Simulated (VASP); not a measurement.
# Ge (R-3) in VASP: a series of runs, part 2 of 2

VASP 6.6.1.

## 3. Single point, PBEsol

This run uses another cell than the first one, of 21.73 Å³/atom.

File INCAR:

```
SYSTEM = Ge
ALGO = Fast ; EDIFF = 1E-6
ENCUT = 520 ; GGA = PS
ISIF = 2 ; ISMEAR = 0
LASPH = .True. ; LCHARG = .False.
LREAL = .False. ; LWAVE = .False.
NBANDS = 66 ; NELM = 60
PREC = Accurate ; SIGMA = 0.15
```

File KPOINTS:

```
k-points
0
Gamma
  9 9 9
  0 0 0
```

File POSCAR:

```
Ge
1.0
    4.9238848631      2.8428062512      2.0698666667
   -4.9238848631      2.8428062512      2.0698666667
    0.0000000000     -5.6856125024      2.0698666667
Ge
8
Direct
    0.7160166262      0.7160166262      0.7160166262
    0.2839833738      0.2839833738      0.2839833738
    0.0302911486      0.7262027915      0.5337905696
    0.5337905696      0.0302911486      0.7262027915
    0.7262027915      0.5337905696      0.0302911486
    0.9697088514      0.2737972085      0.4662094304
    0.4662094304      0.9697088514      0.2737972085
    0.2737972085      0.4662094304      0.9697088514
```

Potentials or basis: VASP PAW PBE potentials, release 64 (Ge_d).

On the command line:

```sh
cat potpaw_PBE.64/Ge_d/POTCAR > POTCAR
mpirun -np 1 vasp_std > vasp.out
```

OUTCAR:

```text
SYSTEM = Ge
   EDIFF = 1E-6
   ENCUT = 520
   GGA = PS
   ISIF = 2
   ISMEAR = 0
   LASPH = .True.
   LREAL = .False.
   NELM = 60
   PREC = Accurate

 ion  position               nearest neighbor table
   1  0.716  0.716  0.716-   4 2.48   3 2.48   5 2.48   2 2.68
   2  0.284  0.284  0.284-   7 2.48   6 2.48   8 2.48   1 2.68
   3  0.030  0.726  0.534-   1 2.48   6 2.51   4 2.59   5 2.59
   4  0.534  0.030  0.726-   1 2.48   7 2.51   5 2.59   3 2.59
   5  0.726  0.534  0.030-   1 2.48   8 2.51   4 2.59   3 2.59
   6  0.970  0.274  0.466-   2 2.48   3 2.51   7 2.59   8 2.59
   7  0.466  0.970  0.274-   2 2.48   4 2.51   8 2.59   6 2.59
   8  0.274  0.466  0.970-   2 2.48   5 2.51   7 2.59   6 2.59

  LATTYP: Found a trigonal (rhomboedric) cell.
 ALAT       =     6.0506642234
 COS(alpha) =    -0.3244625057

  Lattice vectors:

 A1 = (   4.9238848631,   2.8428062512,   2.0698666667)
 A2 = (  -4.9238848631,   2.8428062512,   2.0698666667)
 A3 = (   0.0000000000,  -5.6856125024,   2.0698666667)

Analysis of symmetry for initial positions (statically):
=====================================================================
 Subroutine PRICEL returns:
 Original cell was already a primitive cell.

 Routine SETGRP: Setting up the symmetry group for a
 trigonal (rhombohedral) supercell.

 Subroutine GETGRP returns: Found  6 space group operations
 (whereof  6 operations were pure point group operations)
 out of a pool of 12 trial point group operations.

The static configuration has the point symmetry S_6 .

Analysis of symmetry for dynamics (positions and initial velocities):
=====================================================================
 Subroutine PRICEL returns:
 Original cell was already a primitive cell.

 Routine SETGRP: Setting up the symmetry group for a
 trigonal (rhombohedral) supercell.

[... 139 lines left out ...]
  Thomas-Fermi vector in A             =   2.535534
   LORBIT       =      0    0 simple, 1 ext, 2 COOP (PROOUT), +10 PAW based schemes
   GGA     = PS    functional components
   LHFCALC =     F    Hartree Fock is set to
   AEXX    =    0.0000 exact exchange contribution
   IVDW    =     0    specifies the selected vdW correction
   LEPSILON=     F    determine dielectric tensor
   LRPA    =     F    only Hartree local field effects (RPA)
 non-spin polarized calculation
 RMM-DIIS sequential band-by-band and
 Gauss-broadening in eV      SIGMA  =   0.15
  energy-cutoff  :      520.00
  volume of cell :      173.84
 maximum number of plane-waves:      4706
 NGX is ok and might be reduce to    48
   NGX = 23   NGY = 23   NGZ = 23

 number of electron     111.9999999 magnetization

 Free energy of the ion-electron system (eV)
  ---------------------------------------------------
  ext. energy  EPLUGINS =         0.00000000
  ---------------------------------------------------
  free energy    TOTEN  =       -38.32380733 eV

  energy without entropy =      -38.31103105  energy(sigma->0) =      -38.31741919

 E-fermi :   5.0403     XC(G=0): -10.5218

 val. band max:        5.0334316723   @ k =  -0.2222   0.3333   0.2222
 cond. band min:       5.0487697714   @ k =   0.2222  -0.2222  -0.3333
 fundamental gap:      0.0153380992
 Fermi energy:         5.0403346569

 k-point     1 :       0.0000    0.0000    0.0000
  band No.  band energies     occupation
      1     -19.6185      2.00000
      2     -19.6185      2.00000
      3     -19.6081      2.00000
      4     -19.6042      2.00000
      5     -19.6042      2.00000
      6     -19.5822      2.00000
[... 1645 lines left out ...]
     65       9.3372      0.00000
     66       9.8628      0.00000

 [... further k-points ...]

------------------------ aborting loop because EDIFF is reached ----------------------------------------

  FORCE on cell =-STRESS in cart. coord.  units (eV):
  Direction    XX          YY          ZZ          XY          YZ          ZX
  --------------------------------------------------------------------------------------
  -------------------------------------------------------------------------------------
  Total       -1.3892614     -1.3892614     -8.3797273     -0.0000002      0.0000000      0.0000000
  in kB      -12.8040032    -12.8040032    -77.2310064     -0.0000015      0.0000000      0.0000000
  external PRESSURE =     -34.2796709 kB  Pullay stress =       0.0000000 kB

 VOLUME and BASIS-vectors are now :
 -----------------------------------------------------------------------------
  energy-cutoff  :      520.00
  volume of cell :      173.84
      direct lattice vectors                 reciprocal lattice vectors
     4.923884863  2.842806251  2.069866667     0.101545835  0.058627515  0.161040969
    -4.923884863  2.842806251  2.069866667    -0.101545835  0.058627515  0.161040969
     0.000000000 -5.685612502  2.069866667     0.000000000 -0.117255030  0.161040969

 POSITION                                       TOTAL-FORCE (eV/Angst)
 -----------------------------------------------------------------------------------
      0.00000      0.00000      4.44618         0.000000      0.000000     -0.538330
      0.00000      0.00000      1.76342         0.000000      0.000000      0.538330
     -3.42659     -0.88436      2.67072         0.102796      0.227166     -0.088460
      2.47917     -2.52533      2.67072        -0.248130     -0.024559     -0.088460
      0.94742      3.40969      2.67072         0.145334     -0.202607     -0.088460
      3.42659      0.88436      3.53888        -0.102796     -0.227166      0.088460
     -2.47917      2.52533      3.53888         0.248130      0.024559      0.088460
     -0.94742     -3.40969      3.53888        -0.145334      0.202607      0.088460
 -----------------------------------------------------------------------------------
    total drift:                                0.000000      0.000000     -0.000000

  FREE ENERGIE OF THE ION-ELECTRON SYSTEM (eV)
  ---------------------------------------------------
  free  energy   TOTEN  =       -38.3238073302 eV

  energy  without entropy=      -38.3110310478  energy(sigma->0) =      -38.31741919
```

stdout:

```text
POSCAR found type information on POSCAR Ge
 POSCAR found :  1 types and       8 ions
 scaLAPACK will be used
 -----------------------------------------------------------------------------
|                                                                             |
|                                                                             |
|     You enforced a specific xc type in the INCAR file but a different       |
|     I HOPE YOU KNOW WHAT YOU ARE DOING!                                     |
|                                                                             |
 -----------------------------------------------------------------------------

 LDA part: xc-table for (Slater+PW92), standard interpolation
 POSCAR, INCAR and KPOINTS ok, starting setup
 FFT: planning ... GRIDC
 FFT: planning ... GRID_SOFT
 FFT: planning ... GRID
 WAVECAR not read
 entering main loop
WARNING in EDDRMM: call to ZHEGV failed, returncode =   6  3     56
WARNING in EDDRMM: call to ZHEGV failed, returncode =   8  4     59
WARNING in EDDRMM: call to ZHEGV failed, returncode =   6  3     41
WARNING in EDDRMM: call to ZHEGV failed, returncode =   6  3     57
WARNING in EDDRMM: call to ZHEGV failed, returncode =   6  3     42
```

It took 36 min on 1 thread of Oxide Virtual Turin-like, shared host; peak memory 0.94 GiB.

What came out:

| Property | Result |
| --- | --- |
| Free energy | -38.3238 eV |
| Pressure | -3.4 GPa |
| Largest force | 0.538 eV/Å |
| Band gap on the k mesh | zero (bands 56 and 57 overlap by 0.57 eV) |

Forces in eV/Å, atoms in the order of the input:
```
Ge   0.000  0.000 -0.538
Ge   0.000  0.000  0.538
Ge   0.103  0.227 -0.088
Ge  -0.248 -0.025 -0.088
Ge   0.145 -0.203 -0.088
Ge  -0.103 -0.227  0.088
Ge   0.248  0.025  0.088
Ge  -0.145  0.203  0.088
```

Levels at points of the mesh, in eV from the Fermi level:
| k point | band 53 | band 54 | band 55 | band 56 | band 57 | band 58 | band 59 | band 60 |
| --- | --- | --- | --- | --- | --- | --- | --- | --- |
| (0.00, 0.00, 0.00) | -3.39 | -1.16 | -1.16 | -0.55 | 1.37 | 1.70 | 1.70 | 3.89 |

Caveat: the cell stands under tension; semilocal functionals underestimate gaps, so a narrow gap can read as zero; the PAW data sets were made with another functional, which shifts forces and pressure a little.
